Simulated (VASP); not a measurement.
PbS (CsCl type): relaxation of cell and atoms with PBE

PbS (CsCl type):

```
CELL_PARAMETERS angstrom
3.47836 0.00000 0.00000
0.00000 3.47836 0.00000
0.00000 0.00000 3.47836
ATOMIC_POSITIONS crystal
Pb 0.00000 0.00000 0.00000
S 0.50000 0.50000 0.50000
```

| Quantity | Value |
| --- | --- |
| Program | VASP 6.6.1 |
| Task | relaxation of cell and atoms |
| Functional | PBE |
| Potentials or basis | VASP PAW PBE potentials, release 64 (Pb_d, S) |
| Cutoff | 600 eV |
| k mesh | 12 × 12 × 12 |
| Occupations | fermi-dirac, width 0.05 eV |
| Spin | no spin polarisation |
| Target pressure | 11 GPa |
| Dipole correction | no |
| Further INCAR settings | ALGO = Normal; EDIFF = 1e-06; IBRION = 2; EDIFFG = -0.005; NSW = 32; ISIF = 3 |

```yaml
Pressure_after_relaxing: 11.0 GPa
Band_gap_on_the_k_mesh: zero (bands 10 and 11 overlap by 1.19 eV)
```

Final structure:
```xyz
2
Lattice="3.4784 0.0000 0.0000 0.0000 3.4784 0.0000 0.0000 0.0000 3.4784" Properties=species:S:1:pos:R:3 pbc="T T T"
Pb    0.0000    0.0000    0.0000
S     1.7392    1.7392    1.7392
```

Levels at points of the mesh, in eV from the Fermi level:
```
           k point  band 6  band 7  band 8  band 9  band 10  band 11  band 12  band 13  band 14
(0.00, 0.00, 0.00)  -14.29   -6.27   -2.04   -2.04    -2.04     5.27     5.27     7.69     7.69
(0.50, 0.00, 0.00)  -12.60   -9.69   -0.65   -0.65     0.28     0.52     4.18     4.18     6.26
(0.50, 0.50, 0.00)  -11.42   -7.29   -5.39   -5.39    -0.47     4.75     4.75     6.91     7.41
(0.50, 0.50, 0.50)  -11.19   -5.49   -2.93   -2.93    -2.93    -0.90    -0.90    -0.90    15.26
```

It took 18 s on 1 thread of Intel(R) Xeon(R) 6975P-C (Granite Rapids), on a shared host, peak memory 0.2 GiB.

Caveat: the relaxation stopped at its first step, so nothing moved; the cell is relaxed towards a set pressure, so the run minimises the enthalpy, not the energy; spin-orbit coupling is left out, which moves the levels of the heavy elements.
